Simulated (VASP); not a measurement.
Here is a VASP 6.6.1 calculation.

Contents of POSCAR:

```
K
1.0
    7.6509189710      0.0000000000      0.0000000000
   -3.8254594855      6.6258901912      0.0000000000
    0.0000000000      0.0000000000      4.5474269295
K
3
Direct
    1.0000000000      1.0000000000      1.0000000000
    0.3333333333      0.6666666667      0.5000000000
    0.6666666667      0.3333333333      0.5000000000
```

The input INCAR.step1:

```
SYSTEM = K
PREC = Accurate
ENCUT = 550
ISMEAR = -1
SIGMA = 0.1
LREAL = .False.
LASPH = .True.
NELM = 120
NBANDS = 20
GGA = PE
ALGO = Normal
EDIFF = 1E-5
LWAVE = .True.
LCHARG = .False.
GGA_COMPAT = .False.
```

INCAR.step2

```
SYSTEM = K
PREC = Accurate
ENCUT = 550
EDIFF = 1E-6
ISMEAR = -1
SIGMA = 0.1
LREAL = .False.
LASPH = .True.
NELM = 120
ALGO = Normal
ISIF = 2
LWAVE = .False.
LCHARG = .False.
METAGGA = R2SCAN
LMIXTAU = .True.
NBANDS = 20
ISTART = 1
GGA_COMPAT = .False.
```

KPOINTS

```
Automatic mesh
0
Gamma
  6 6 8
  0 0 0
```

Potentials or basis: VASP PAW PBE potentials, release 64 (K_sv).

Launch:

```sh
$ cat potpaw_PBE.64/K_sv/POTCAR > POTCAR
$ cp INCAR.step1 INCAR
$ mpirun -np 1 vasp_std > vasp.out
$ cp INCAR.step2 INCAR
$ mpirun -np 1 vasp_std > vasp.out
```

What does it give for the band gap on the k mesh?

Zero (an odd number of electrons rules out a gap without spin polarisation).

Predict the pressure.

0.0 GPa.

Caveat: the PAW data sets were made with another functional, which shifts forces and pressure a little.
